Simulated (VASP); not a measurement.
Set up this calculation in VASP 6.6.1, as the native input.

* Task: density of states
* Functional: PBE
* Potentials or basis: VASP PAW PBE potentials, release 64 (Ba_sv)
* Cutoff: 520 eV
* k mesh: 12 × 12 × 12
* Occupations: gaussian, width 0.05 eV
* Spin: non-collinear spin, zero start, spin-orbit coupling
* Starting moments: [[0.0, 0.0, 0.0]] μB
* Dipole correction: no
* k mesh for the DOS: 18 × 18 × 18
* Occupations for the DOS: tetrahedron
* Further INCAR settings: ALGO = Normal; EDIFF = 1e-06

The system is Ba.

```
Ba
1.0
     0.00000    3.17387    3.17387
     3.17387    0.00000    3.17387
     3.17387    3.17387    0.00000
Ba
1
Direct
  0.00000 0.00000 0.00000
```

The input as run:

POSCAR

```
Ba
1.0
    0.0000000000      3.1738720792      3.1738720792
    3.1738720792      0.0000000000      3.1738720792
    3.1738720792      3.1738720792      0.0000000000
Ba
1
Direct
    0.0000000000      0.0000000000      0.0000000000
```

INCAR.step1

```
ALGO = Normal
EDIFF = 1E-6
ENCUT = 520
GGA = PE
GGA_COMPAT = False
ISIF = 2
ISMEAR = 0
LASPH = True
LCHARG = True
LORBMOM = True
LREAL = False
LSORBIT = True
LWAVE = False
MAGMOM = 0 0 0
NBANDS = 21
NELM = 150
PREC = Accurate
SIGMA = 0.05
```

KPOINTS.step1

```
k-points
0
Gamma
  12 12 12
```

INCAR.step2

```
ALGO = Normal
EDIFF = 1E-6
ENCUT = 520
GGA = PE
GGA_COMPAT = False
ICHARG = 11
ISIF = 2
ISMEAR = -5
LASPH = True
LCHARG = False
LORBIT = 11
LORBMOM = True
LREAL = False
LSORBIT = True
LWAVE = False
MAGMOM = 0 0 0
NEDOS = 1001
NELM = 150
PREC = Accurate
SIGMA = 0.05
```

KPOINTS.step2

```
k-points
0
Gamma
  18 18 18
```

Potentials or basis: VASP PAW PBE potentials, release 64 (Ba_sv).

Command:

```console
$ cat potpaw_PBE.64/Ba_sv/POTCAR > POTCAR
$ cp INCAR.step1 INCAR
$ cp KPOINTS.step1 KPOINTS
$ mpirun -np 1 vasp_ncl > vasp.out
$ cp INCAR.step2 INCAR
$ cp KPOINTS.step2 KPOINTS
$ mpirun -np 1 vasp_ncl > vasp.out
```

Results of the run:

| Quantity | Value |
| --- | --- |
| Net moment | 0.00 μB per cell |
| Valence electrons inside the program's atomic spheres | Ba 7.89 |

Run time: 4.3 min on 1 thread of Intel(R) Xeon(R) Platinum 8488C (Sapphire Rapids) (shared host), peak memory 0.56 GiB.
